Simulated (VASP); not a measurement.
GdSi2, 3 atoms in the cell. The structure is hexagonal, space group P6/mmm (No. 191). The conventional cell has a = 4.059 Å, b = 4.059 Å, c = 4.071 Å, α = 90.00°, β = 90.00°, γ = 120.00°. Within 4.1 Å of Gd (site symmetry 6/mmm) lie 12 Si at 3.10 Å and 8 Gd at 4.06 to 4.07 Å. Si (site symmetry -6m2) has 3 Si at 2.34 Å and 6 Gd at 3.10 Å within 3.2 Å. 

```yaml
Program: VASP 6.6.1
Task: single point
Functional: LDA
Potentials_or_basis: VASP PAW PBE potentials, release 64 (Gd, Si)
Cutoff: 520 eV
k_mesh: 8 × 8 × 7
Occupations: fermi-dirac, width 0.05 eV
Spin: collinear spin, ferromagnetic start
Starting_moments: "[8.64, 0.0, 0.0] μB"
Fixed_moment: 8.64 μB
Dipole_correction: no
Further_INCAR_settings: ALGO = Normal; EDIFF = 1e-06; NBANDS = 24
```

Potentials or basis: VASP PAW PBE potentials, release 64 (Gd, Si).

Launch:

```sh
$ cat potpaw_PBE.64/Gd/POTCAR potpaw_PBE.64/Si/POTCAR > POTCAR
$ mpirun -np 1 vasp_std > vasp.out
```

Hardware: 1 thread of Intel(R) Xeon(R) 6975P-C (Granite Rapids) (shared host).

Question: Estimate the wall time of this run.

Answer: It took 90 s on 1 thread of Intel(R) Xeon(R) 6975P-C (Granite Rapids), with other jobs on the host, peak memory 0.23 GiB. Counts: scf iterations 24, k points 40.
